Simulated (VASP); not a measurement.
Set up this calculation in VASP 6.6.1, as the native input.

- Task: single point
- Functional: r2SCAN
- Potentials or basis: VASP PAW PBE potentials, release 64 (Si, C)
- Cutoff: 520 eV
- k mesh: 12 × 12 × 6
- Occupations: fermi-dirac, width 0.02 eV
- Spin: no spin polarisation
- Dipole correction: no
- Further INCAR settings: ALGO = Normal; EDIFF = 1e-07; NBANDS = 16

SiC:

```xyz
4
Lattice="2.8569 0.0000 0.0000 -1.4284 2.4741 0.0000 0.0000 0.0000 4.7020" Properties=species:S:1:pos:R:3 pbc="T T T"
Si    0.0000    0.0000    0.0000
Si    0.0000    0.0000    2.3510
C     0.0000    1.6494    1.1755
C     1.4284    0.8247    3.5265
```

The input as run:

POSCAR

```
SiC
1.0
    2.8568528442      0.0000000000      0.0000000000
   -1.4284264221      2.4741071379      0.0000000000
    0.0000000000      0.0000000000      4.7019938926
Si C
2 2
Direct
    0.0000000000      0.0000000000      0.0000000000
    0.0000000000      0.0000000000      0.5000000000
    0.3333333333      0.6666666667      0.2500000000
    0.6666666667      0.3333333333      0.7500000000
```

INCAR.step1

```
PREC = Accurate
ENCUT = 520
ISMEAR = -1
SIGMA = 0.02
LREAL = F
LASPH = T
NELM = 80
NBANDS = 16
GGA = PE
ALGO = Normal
EDIFF = 1E-4
LWAVE = T
LCHARG = F
```

INCAR.step2

```
PREC = Accurate
ENCUT = 520
EDIFF = 1E-7
ISMEAR = -1
SIGMA = 0.02
LREAL = F
LASPH = T
NELM = 80
ALGO = Normal
ISIF = 2
LWAVE = F
LCHARG = F
METAGGA = R2SCAN
LMIXTAU = T
NBANDS = 16
ISTART = 1
```

KPOINTS

```
regular mesh
0
Gamma
  12 12 6
```

Potentials or basis: VASP PAW PBE potentials, release 64 (Si, C).

Run with:

```sh
$ cat potpaw_PBE.64/Si/POTCAR potpaw_PBE.64/C/POTCAR > POTCAR
$ cp INCAR.step1 INCAR
$ mpirun -np 1 vasp_std > vasp.out
$ cp INCAR.step2 INCAR
$ mpirun -np 1 vasp_std > vasp.out
```

It gave:

The pressure is 0.2 GPa. The band gap on the k mesh is zero (bands 8 and 9 overlap by 1.21 eV).

Caveat: the PAW data sets were made with another functional, which shifts forces and pressure a little.

Wall time 3.3 min on 1 thread of Intel Xeon 8259CL, with other jobs on the host, peak memory 0.18 GiB.
